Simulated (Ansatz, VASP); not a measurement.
Two plane-wave programs on AlN

```
Al N
1.0
     3.10657    0.00000    0.00000
    -1.55328    2.69037    0.00000
     0.00000    0.00000    4.97807
Al N
2 2
Cartesian
  0.0000 1.7936 0.0009
  1.5533 0.8968 2.4899
  0.0000 1.7936 1.9008
  1.5533 0.8968 4.3898
```

Change from the starting cell: polar distortion scaled by 1.00.

Alike in both runs: task single point; functional r2SCAN; k mesh 9 × 9 × 6; no spin polarisation.

```csv
,VASP,Ansatz
version,VASP 6.6.1,Ansatz 0.2.0
potentials or method,"VASP PAW PBE potentials, release 64 (Al, N), cutoff 520 eV","scalar-relativistic, plane waves, PAW"
occupations,"gaussian, width 0.01 eV",fixed
valence electrons in the cell,16,16
```

VASP gave:

| Item | Value |
| --- | --- |
| gap on the k mesh at the Fermi level (eV) | 4.92 |
| least direct gap on the mesh (eV) | 4.92 |
| pressure (GPa) | -0.4 |

Question: Estimate Ansatz's values.

Answer: gap on the k mesh at the Fermi level (eV): 4.87; least direct gap on the mesh (eV): 4.87; pressure (GPa): 0.0.

VASP's potentials were made for PBE, not for r2SCAN.
